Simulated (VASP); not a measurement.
# ZnSe (I-4m2) in VASP: further runs

ZnSe is run at these levels: LDA; tasks: single point.

Program: VASP 6.6.1. These are calculated values, not measurements. Logs are shortened: lines on timing, memory, paths and dates and some standing lists are left out, and cuts for length are marked.

### Step 1. The cell of the first run

Symmetry: I-4m2, No. 119, tetragonal system. The conventional cell has a = 4.016 Å, b = 4.016 Å, c = 5.431 Å, α = 90.00°, β = 90.00°, γ = 90.00°. Within 3.2 Å of Zn (site symmetry -4m2) lie 4 Se at 2.42 Å. Within 3.2 Å of Se (site symmetry -4m2) lie 4 Zn at 2.42 Å.

### Step 2. Single point, LDA (in-plane strain +0.02, then relaxed in part)

The input, INCAR:

```
ALGO = Normal ; EDIFF = 1E-6
ENCUT = 520 ; GGA = CA
ISIF = 2 ; ISMEAR = 0
LASPH = True ; LCHARG = True
LELF = True ; LREAL = False
LVHAR = True ; LWAVE = False
NBANDS = 16 ; NELM = 100
PREC = Accurate ; SIGMA = 0.01
```

The input, KPOINTS:

```
k-points
0
Gamma
  8 8 8
```

The input, POSCAR:

```
ZnSe
1.0
    2.8394346102      2.8394346102      0.0000000000
   -2.8394346102      2.8394346102      0.0000000000
    0.0000000000      2.8394346102      2.7153231650
Zn Se
1 1
Direct
    0.0000000000      0.0000000000      0.0000000000
    0.7500000000      0.2500000000      0.5000000000
```

Potentials or basis: VASP PAW LDA potentials, release 64 (Zn, Se).

The run is started by

```console
> cat potpaw_LDA.64/Zn/POTCAR potpaw_LDA.64/Se/POTCAR > POTCAR
> mpirun -np 1 vasp_std > vasp.out
```

OUTCAR:

```text
EDIFF = 1E-6
   ENCUT = 520
   GGA = CA
   ISIF = 2
   ISMEAR = 0
   LASPH = True
   LREAL = False
   NELM = 100
   PREC = Accurate

 ion  position               nearest neighbor table
   1  0.000  0.000  0.000-   2 2.42   2 2.42   2 2.42   2 2.42
   2  0.750  0.250  0.500-   1 2.42   1 2.42   1 2.42   1 2.42

  LATTYP: Found a body centered tetragonal cell.
 ALAT       =     4.0155669352
 C/A-ratio  =     1.3523984079

  Lattice vectors:

 A1 = (   2.8394346102,   0.0000000000,  -2.7153231650)
 A2 = (  -2.8394346102,   0.0000000000,  -2.7153231650)
 A3 = (   0.0000000000,   2.8394346102,   2.7153231650)

Analysis of symmetry for initial positions (statically):
=====================================================================
 Subroutine PRICEL returns:
 Original cell was already a primitive cell.

 Routine SETGRP: Setting up the symmetry group for a
 body centered tetragonal supercell.

 Subroutine GETGRP returns: Found  8 space group operations
 (whereof  8 operations were pure point group operations)
 out of a pool of 16 trial point group operations.

The static configuration has the point symmetry D_2d.

Analysis of symmetry for dynamics (positions and initial velocities):
=====================================================================
 Subroutine PRICEL returns:
 Original cell was already a primitive cell.

 Routine SETGRP: Setting up the symmetry group for a
 body centered tetragonal supercell.

 Subroutine GETGRP returns: Found  8 space group operations
 (whereof  8 operations were pure point group operations)
 out of a pool of 16 trial point group operations.

The dynamic configuration has the point symmetry D_2d.

 Subroutine INISYM returns: Found  8 space group operations
 (whereof  8 operations are pure point group operations),
 and found     1 'primitive' translations

----------------------------------------------------------------------------------------

                                     Primitive cell

  volume of cell :      43.7840

  direct lattice vectors                    reciprocal lattice vectors
     2.839434610  2.839434610  0.000000000     0.176091394  0.176091394 -0.184140145
    -2.839434610  2.839434610  0.000000000    -0.176091394  0.176091394 -0.184140145
     0.000000000  2.839434610  2.715323165     0.000000000  0.000000000  0.368280289

  length of vectors
     4.015566935  4.015566935  3.928787191     0.309715920  0.309715920  0.368280289

  position of ions in fractional coordinates (direct lattice)
     0.000000000  0.000000000  0.000000000
     0.750000000  0.250000000  0.500000000

  ion indices of the primitive-cell ions
   primitive index   ion index
                 1           1
                 2           2

----------------------------------------------------------------------------------------

 KPOINTS: k-points

Automatic generation of k-mesh.
 Grid dimensions read from file:
 generate k-points for:    8    8    8

 Generating k-lattice:

  Cartesian coordinates                     Fractional coordinates (reciprocal lattice)
     0.022011424  0.022011424 -0.023017518     0.125000000  0.000000000  0.000000000
    -0.022011424  0.022011424 -0.023017518     0.000000000  0.125000000  0.000000000
     0.000000000  0.000000000  0.046035036     0.000000000  0.000000000  0.125000000

  Length of vectors
     0.038714490  0.038714490  0.046035036

  Shift w.r.t. Gamma in fractional coordinates (k-lattice)
     0.000000000  0.000000000  0.000000000

 Subroutine IBZKPT returns following result:
 ===========================================

 Found     59 irreducible k-points:

 Following reciprocal coordinates:
            Coordinates               Weight
  0.000000  0.000000  0.000000      1.000000
  0.125000  0.000000 -0.000000      8.000000
  0.250000  0.000000 -0.000000      8.000000
  0.375000  0.000000 -0.000000      8.000000
  0.500000  0.000000 -0.000000      4.000000
  0.125000  0.125000 -0.000000      8.000000
[... 16 lines left out ...]
  0.250000  0.000000  0.125000      4.000000
  0.375000  0.000000  0.125000      8.000000
 [... further k-points ...]
   k-points           NKPTS =     59   k-points in BZ     NKDIM =     59   number of bands    NBANDS=     16
   number of dos      NEDOS =    301   number of ions     NIONS =      2
   total plane-waves  NPLWV =  27000
   dimension x,y,z NGX =    30 NGY =   30 NGZ =   30
   dimension x,y,z NGXF=    60 NGYF=   60 NGZF=   60
   ions per type =               1   1
   NGX,Y,Z   is equivalent  to a cutoff of  12.42, 12.42, 12.69 a.u.
   NGXF,Y,Z  is equivalent  to a cutoff of  24.84, 24.84, 25.39 a.u.
 SYSTEM =  unknown system
   PREC   = accura    normal or accurate (medium, high low for compatibility)
   ISTART =      0    job   : 0-new  1-cont  2-samecut
   ICHARG =      2    charge: 1-file 2-atom 10-const
   ISPIN  =      1    spin polarized calculation?
   LNONCOLLINEAR =      F non collinear calculations
   LSORBIT =      F    spin-orbit coupling
   LASPH  =      T    aspherical Exc in radial PAW
   ENCUT  =  520.0 eV  38.22 Ry    6.18 a.u.   7.47  7.47  7.30*2*pi/ulx,y,z
   NELM   =    100;   NELMIN=  2; NELMDL= -5     # of ELM steps
   EDIFF  = 0.1E-05   stopping-criterion for ELM
   LREAL  =      F    real-space projection
   EDIFFG = 0.1E-04   stopping-criterion for IOM
   NSW    =      0    number of steps for IOM
   IBRION =     -1    ionic relax: 0-MD 1-quasi-New 2-CG
   NFREE  =      0    steps in history (QN), initial steepest desc. (CG)
   ISIF   =      2    stress and relaxation
   ISYM   =      2    0-nonsym 1-usesym 2-fastsym
   POTIM  = 0.5000    time-step for ionic-motion
   TEBEG  =    0.0;   TEEND  =   0.0 temperature during run
   PSTRESS=    0.0 pullay stress
   NELECT =      18.0000    total number of electrons
   NUPDOWN=      -1.0000    fix difference up-down
   EMIN   =  10.00;   EMAX   =-10.00  energy-range for DOS
   EFERMI =   0.00;   METHOD = LEGACY
   ISMEAR =     0;   SIGMA  =   0.01  broadening in eV -4-tet -1-fermi 0-gaus
   EFERMI_NEDOS =   21; number of points for ismear=-14 and -15
   IALGO  =     38    algorithm
   IMIX   =      4    mixing-type and parameters
     AMIX     =   0.40;   BMIX     =  1.00
     AMIX_MAG =   1.60;   BMIX_MAG =  1.00
  volume/ion in A,a.u.               =      21.89       147.73
  Fermi-wavevector in a.u.,A,eV,Ry     =   1.217290  2.300344 20.161031  1.481794
  Thomas-Fermi vector in A             =   2.352615
   LORBIT       =      0    0 simple, 1 ext, 2 COOP (PROOUT), +10 PAW based schemes
   GGA     = CA    functional components
   LHFCALC =     F    Hartree Fock is set to
   AEXX    =    0.0000 exact exchange contribution
   IVDW    =     0    specifies the selected vdW correction
   LEPSILON=     F    determine dielectric tensor
   LRPA    =     F    only Hartree local field effects (RPA)
 non-spin polarized calculation
 Gauss-broadening in eV      SIGMA  =   0.01
  energy-cutoff  :      520.00
  volume of cell :       43.78
 maximum number of plane-waves:      1202
 NGX is ok and might be reduce to    30
   NGX = 15   NGY = 15   NGZ = 15

 number of electron      17.9999991 magnetization

 Free energy of the ion-electron system (eV)
  ---------------------------------------------------
  ext. energy  EPLUGINS =         0.00000000
  ---------------------------------------------------
  free energy    TOTEN  =        -7.36448829 eV

  energy without entropy =       -7.36448829  energy(sigma->0) =       -7.36448829

 E-fermi :   2.0168     XC(G=0):  -9.8733

 val. band max:        1.9567541325   @ k =   0.0000   0.0000   0.0000
 cond. band min:       3.0745677972   @ k =   0.0000   0.0000   0.0000
 fundamental gap:      1.1178136647
 Fermi energy:         2.0168056964

 k-point     1 :       0.0000    0.0000    0.0000
  band No.  band energies     occupation
      1     -11.6864      2.00000
      2      -4.9739      2.00000
      3      -4.9739      2.00000
      4      -4.9550      2.00000
      5      -4.5811      2.00000
      6      -4.5701      2.00000
[... 8 lines left out ...]
     15      13.0045      0.00000
     16      13.7390      0.00000

 k-point     2 :       0.1250    0.0000   -0.0000
  band No.  band energies     occupation
      1     -11.5773      2.00000
      2      -4.9666      2.00000
      3      -4.9578      2.00000
      4      -4.9402      2.00000
      5      -4.5816      2.00000
      6      -4.5727      2.00000
[... 8 lines left out ...]
     15      12.4644      0.00000
     16      12.8261      0.00000

 k-point     3 :       0.2500    0.0000   -0.0000
  band No.  band energies     occupation
      1     -11.2925      2.00000
      2      -4.9232      2.00000
      3      -4.9197      2.00000
      4      -4.8966      2.00000
      5      -4.5765      2.00000
      6      -4.5744      2.00000
[... 8 lines left out ...]
     15      12.1998      0.00000
     16      12.7075      0.00000

 k-point     4 :       0.3750    0.0000   -0.0000
  band No.  band energies     occupation
      1     -10.9701      2.00000
      2      -4.8971      2.00000
      3      -4.8734      2.00000
      4      -4.7115      2.00000
      5      -4.5657      2.00000
      6      -4.5600      2.00000
[... 8 lines left out ...]
     15      13.4368      0.00000
     16      13.5472      0.00000

 k-point     5 :       0.5000    0.0000   -0.0000
  band No.  band energies     occupation
      1     -10.8223      2.00000
      2      -4.8893      2.00000
      3      -4.8621      2.00000
      4      -4.5644      2.00000
      5      -4.5493      2.00000
      6      -4.4023      2.00000
[... 8 lines left out ...]
     15      14.8364      0.00000
     16      15.2815      0.00000

 k-point     6 :       0.1250    0.1250   -0.0000
  band No.  band energies     occupation
      1     -11.4057      2.00000
      2      -4.9558      2.00000
      3      -4.9311      2.00000
      4      -4.9126      2.00000
      5      -4.5869      2.00000
      6      -4.5668      2.00000
[... 8 lines left out ...]
     15      12.6074      0.00000
     16      13.7261      0.00000

 k-point     7 :       0.2500    0.1250   -0.0000
  band No.  band energies     occupation
      1     -11.1028      2.00000
      2      -4.9018      2.00000
      3      -4.8867      2.00000
      4      -4.8470      2.00000
      5      -4.5882      2.00000
      6      -4.5490      2.00000
[... 8 lines left out ...]
     15      13.1322      0.00000
     16      14.2566      0.00000

 k-point     8 :       0.3750    0.1250   -0.0000
  band No.  band energies     occupation
      1     -10.8326      2.00000
      2      -4.8842      2.00000
      3      -4.8495      2.00000
      4      -4.6326      2.00000
      5      -4.5710      2.00000
      6      -4.4933      2.00000
[... 8 lines left out ...]
     15      13.1986      0.00000
     16      15.0705      0.00000

 k-point     9 :       0.5000    0.1250   -0.0000
  band No.  band energies     occupation
      1     -10.7880      2.00000
      2      -4.8856      2.00000
      3      -4.8405      2.00000
      4      -4.5999      2.00000
      5      -4.5585      2.00000
      6      -4.4295      2.00000
[... 8 lines left out ...]
     15      14.2245      0.00000
     16      14.9670      0.00000
[... 172 lines left out ...]
 k-point    19 :       0.5000    0.3750   -0.0000
  band No.  band energies     occupation
      1     -10.5980      2.00000
      2      -4.9290      2.00000
      3      -4.7320      2.00000
      4      -4.6928      2.00000
      5      -4.5364      2.00000
      6      -4.4146      2.00000
[... 8 lines left out ...]
     15      15.4894      0.00000
     16      16.3819      0.00000

 k-point    20 :      -0.3750    0.3750    0.0000
  band No.  band energies     occupation
      1     -10.7487      2.00000
      2      -4.9698      2.00000
      3      -4.7632      2.00000
      4      -4.7249      2.00000
      5      -4.5530      2.00000
      6      -4.5259      2.00000
[... 8 lines left out ...]
     15      15.2736      0.00000
     16      17.5986      0.00000

 k-point    21 :       0.5000    0.5000   -0.0000
  band No.  band energies     occupation
      1     -10.5528      2.00000
      2      -4.9540      2.00000
      3      -4.7167      2.00000
      4      -4.6749      2.00000
      5      -4.5266      2.00000
      6      -4.4000      2.00000
[... 8 lines left out ...]
     15      15.7037      0.00000
     16      16.2543      0.00000

 k-point    22 :       0.0000    0.0000    0.1250
  band No.  band energies     occupation
      1     -11.5333      2.00000
      2      -4.9691      2.00000
      3      -4.9432      2.00000
      4      -4.9432      2.00000
      5      -4.5816      2.00000
      6      -4.5720      2.00000
[... 8 lines left out ...]
     15      13.2171      0.00000
     16      13.2486      0.00000

 k-point    23 :       0.2500    0.0000    0.1250
  band No.  band energies     occupation
      1     -11.4151      2.00000
      2      -4.9508      2.00000
      3      -4.9379      2.00000
      4      -4.9044      2.00000
      5      -4.5910      2.00000
      6      -4.5678      2.00000
[... 8 lines left out ...]
     15      12.3198      0.00000
     16      13.7861      0.00000

 k-point    24 :       0.3750    0.0000    0.1250
  band No.  band energies     occupation
      1     -11.1149      2.00000
      2      -4.8999      2.00000
      3      -4.8771      2.00000
      4      -4.8471      2.00000
      5      -4.5886      2.00000
      6      -4.5620      2.00000
[... 8 lines left out ...]
     15      13.0633      0.00000
     16      14.5314      0.00000

 [... further k-points ...]
[... 5 lines left out ...]
  --------------------------------------------------------------------------------------
  -------------------------------------------------------------------------------------
  Total       -0.3406169     -0.3406169      0.0928756      0.0000000      0.0000000      0.0000000
  in kB      -12.4641163    -12.4641163      3.3985759      0.0000000      0.0000000      0.0000000
  external PRESSURE =      -7.1765522 kB  Pullay stress =       0.0000000 kB

 VOLUME and BASIS-vectors are now :
 -----------------------------------------------------------------------------
  energy-cutoff  :      520.00
  volume of cell :       43.78
      direct lattice vectors                 reciprocal lattice vectors
     2.839434610  2.839434610  0.000000000     0.176091394  0.176091394 -0.184140145
    -2.839434610  2.839434610  0.000000000    -0.176091394  0.176091394 -0.184140145
     0.000000000  2.839434610  2.715323165     0.000000000  0.000000000  0.368280289

 POSITION                                       TOTAL-FORCE (eV/Angst)
 -----------------------------------------------------------------------------------
      0.00000      0.00000      0.00000         0.000000     -0.000000      0.000000
      1.41972      4.25915      1.35766        -0.000000      0.000000      0.000000
 -----------------------------------------------------------------------------------
    total drift:                               -0.000001     -0.000000     -0.000000

  FREE ENERGIE OF THE ION-ELECTRON SYSTEM (eV)
  ---------------------------------------------------
  free  energy   TOTEN  =        -7.3644882873 eV

  energy  without entropy=       -7.3644882873  energy(sigma->0) =       -7.36448829
```

Run time: 17 s. Hardware: 1 thread of Intel Xeon 6975P-C (Granite Rapids), shared host; peak memory 0.17 GiB.

Results:

* Free energy: -7.3645 eV
* Pressure: -0.7 GPa
* Band gap on the k mesh: 1.12 eV, direct

Levels at points of the mesh, in eV from the valence-band top:
```tsv
k point	band 5	band 6	band 7	band 8	band 9	band 10	band 11	band 12	band 13	band 14
(0.00, 0.00, 0.00)	-6.54	-6.53	-0.16	-0.16	0.00	1.12	5.59	5.61	5.61	9.70
(0.50, 0.00, 0.00)	-6.51	-6.36	-5.64	-1.17	-0.90	2.31	6.00	6.40	8.37	10.79
(0.50, 0.50, 0.00)	-6.48	-6.36	-5.18	-2.40	-2.31	2.69	3.37	10.54	10.95	11.43
(0.00, 0.00, 0.50)	-6.48	-6.30	-4.92	-2.61	-2.61	2.49	2.93	10.98	11.22	11.22
```

Caveat: the cell differs from its parent crystal (in-plane strain +0.02, then relaxed in part).

### Step 3. Single point, LDA (film at in-plane strain +0.02)

The input, INCAR:

```
SYSTEM = ZnSe
PREC     = Accurate       ! precision mode
ENCUT    = 520            ! plane-wave cutoff, eV
EDIFF    = 1E-6           ! SCF threshold, eV
ISMEAR   = 0              ! smearing method
SIGMA    = 0.01           ! smearing width, eV
LREAL    = .False.        ! projectors in reciprocal space
LASPH    = .True.         ! aspherical terms in the spheres
NELM     = 80             ! most SCF steps
ALGO     = Normal         ! electronic algorithm
ISIF     = 2              ! what is computed and relaxed
LWAVE    = .False.        ! write WAVECAR
LCHARG   = .False.        ! write CHGCAR
GGA      = CA             ! functional
NBANDS   = 16             ! bands
```

The input, KPOINTS:

```
Automatic mesh
0
Gamma
  8 8 8
  0 0 0
```

POSCAR is that of step 2.

Potentials or basis: VASP PAW LDA potentials, release 64 (Zn, Se).

The run is started by

```console
> cat potpaw_LDA.64/Zn/POTCAR potpaw_LDA.64/Se/POTCAR > POTCAR
> mpirun -np 1 vasp_std > vasp.out
```

Wall time 16 s (1 thread of Intel Xeon 6975P-C (Granite Rapids), shared host); peak memory 0.17 GiB.

Results (log left out):

```yaml
Free_energy: -7.3645 eV
Pressure: -0.7 GPa
Band_gap_on_the_k_mesh: 1.12 eV, direct
```

Stress tensor (GPa, compression positive):
```
-1.25  0.00  0.00
 0.00 -1.25  0.00
 0.00  0.00  0.34
```

Levels at points of the mesh, in eV from the valence-band top:
| k point | band 7 | band 8 | band 9 | band 10 | band 11 | band 12 |
| --- | --- | --- | --- | --- | --- | --- |
| (0.00, 0.00, 0.00) | -0.16 | -0.16 | 0.00 | 1.12 | 5.59 | 5.61 |
| (0.50, 0.00, 0.00) | -5.64 | -1.17 | -0.90 | 2.31 | 6.00 | 6.40 |
| (0.50, 0.50, 0.00) | -5.18 | -2.40 | -2.31 | 2.69 | 3.37 | 10.54 |
| (0.00, 0.00, 0.50) | -4.92 | -2.61 | -2.61 | 2.49 | 2.93 | 10.98 |

Caveat: the cell differs from its parent crystal (film at in-plane strain +0.02).

### Step 4. Single point, LDA (in-plane strain +0.02)

The input, INCAR:

```
SYSTEM = ZnSe
  PREC = Accurate
  ENCUT = 520
  EDIFF = 1E-6
  ISMEAR = 0
  SIGMA = 0.01
  LREAL = .False.
  LASPH = .True.
  NELM = 100
  ALGO = Normal
  ISIF = 2
  LWAVE = .False.
  LCHARG = .True.
  GGA = CA
  LELF = .True.
  LVHAR = .True.
  NBANDS = 16
```

KPOINTS is that of step 3.

Changes to POSCAR since step 3:

```diff
@@ -4,3 +4,3 @@
    -2.8394346102      2.8394346102      0.0000000000
-    0.0000000000      2.8394346102      2.7153231650
+    0.0000000000      2.8394346102      2.7503543087
 Zn Se
```

The run is started by

```console
> cat potpaw_LDA.64/Zn/POTCAR potpaw_LDA.64/Se/POTCAR > POTCAR
> mpirun -np 1 vasp_std > vasp.out
```

It took 19 s on 1 thread of Intel Xeon 6975P-C (Granite Rapids), shared host; peak memory 0.17 GiB.

The run converged. Its results:

```yaml
Free_energy: -7.3638 eV
Pressure: -1.5 GPa
Band_gap_on_the_k_mesh: 1.10 eV, direct
```

Stress tensor (GPa, compression positive):
```
-1.93  0.00  0.00
 0.00 -1.93  0.00
 0.00  0.00 -0.76
```

Levels at points of the mesh, in eV from the valence-band top:
| k point | band 7 | band 8 | band 9 | band 10 | band 11 | band 12 |
| --- | --- | --- | --- | --- | --- | --- |
| (0.00, 0.00, 0.00) | -0.11 | -0.11 | 0.00 | 1.10 | 5.62 | 5.63 |
| (0.50, 0.00, 0.00) | -5.53 | -1.08 | -0.89 | 2.33 | 6.08 | 6.35 |
| (0.50, 0.50, 0.00) | -5.08 | -2.34 | -2.28 | 2.73 | 3.35 | 10.52 |
| (0.00, 0.00, 0.50) | -4.89 | -2.49 | -2.49 | 2.58 | 3.05 | 10.83 |

Caveat: the cell differs from its parent crystal (in-plane strain +0.02).
